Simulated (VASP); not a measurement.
Here is a VASP 6.6.1 calculation.

INCAR

```
PREC = Accurate ; ENCUT = 520
EDIFF = 1E-6 ; ISMEAR = 0
SIGMA = 0.01 ; LREAL = False
LASPH = True ; NELM = 100
ALGO = Normal ; ISIF = 2
LWAVE = False ; LCHARG = True
GGA = PE ; LELF = True
LVHAR = True ; NBANDS = 15
```

The input KPOINTS:

```
Automatic mesh
0
Gamma
  6 6 6
```

File POSCAR:

```
KBr
1.0
    0.0000000000      3.6456682788      3.6456682788
    3.6456682788      0.0000000000      3.6456682788
    3.6456682788      3.6456682788      0.0000000000
K Br
1 1
Direct
    0.0000000000      0.0000000000      0.0000000000
    0.2500000000      0.2500000000      0.2500000000
```

Potentials or basis: VASP PAW PBE potentials, release 64 (K_sv, Br).

The run is started by

```bash
$ cat potpaw_PBE.64/K_sv/POTCAR potpaw_PBE.64/Br/POTCAR > POTCAR
$ mpirun -np 1 vasp_std > vasp.out
```

Question: Predict the pressure.

Answer: 0.7 GPa.

Question: Estimate the band gap on the k mesh.

Answer: 4.34 eV (least direct gap 4.36 eV).

Caveat: the structure was generated, so it needn't be the stable form of KBr. A k mesh can miss the band edges.
